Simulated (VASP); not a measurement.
A run of VASP 6.6.1 is set up as follows.

INCAR

```
SYSTEM = PbSe
ALGO = Normal ; EDIFF = 1E-6
EDIFFG = -0.01 ; ENCUT = 600
GGA = PE ; IBRION = 2
ISIF = 3 ; ISMEAR = 0
LASPH = .TRUE. ; LCHARG = .FALSE.
LREAL = .FALSE. ; LWAVE = .FALSE.
NELM = 100 ; NSW = 100
PREC = Accurate ; SIGMA = 0.01
```

KPOINTS

```
k-points
0
G
  9 9 6
  0 0 0
```

The input POSCAR:

```
PbSe
1.0
    4.2589371132      0.0000000000      0.0000000000
   -2.1294685566      3.6883477331      0.0000000000
    0.0000000000      0.0000000000      7.6573641765
Pb Se
2 2
Direct
    0.6666666667      0.3333333333      0.7500000000
    0.3333333333      0.6666666667      0.2500000000
    0.0000000000      0.0000000000      0.0000000000
    0.0000000000      0.0000000000      0.5000000000
```

Potentials or basis: VASP PAW PBE potentials, release 64 (Pb_d, Se).

Command:

```sh
$ cat potpaw_PBE.64/Pb_d/POTCAR potpaw_PBE.64/Se/POTCAR > POTCAR
$ mpirun -np 1 vasp_std > vasp.out
```

(1) Estimate the band gap on the k mesh.

(2) What does it give for the relaxed volume?

(3) What does it give for the relaxed cell?

## Answers

(1) 0.38 eV, indirect (least direct gap 0.56 eV).

(2) 30.19 Å³/atom.

(3) a = 4.269 Å, b = 4.269 Å, c = 7.651 Å, α = 90.00°, β = 90.00°, γ = 120.00°.

Caveat: spin-orbit coupling is left out, which moves the levels of the heavy elements.
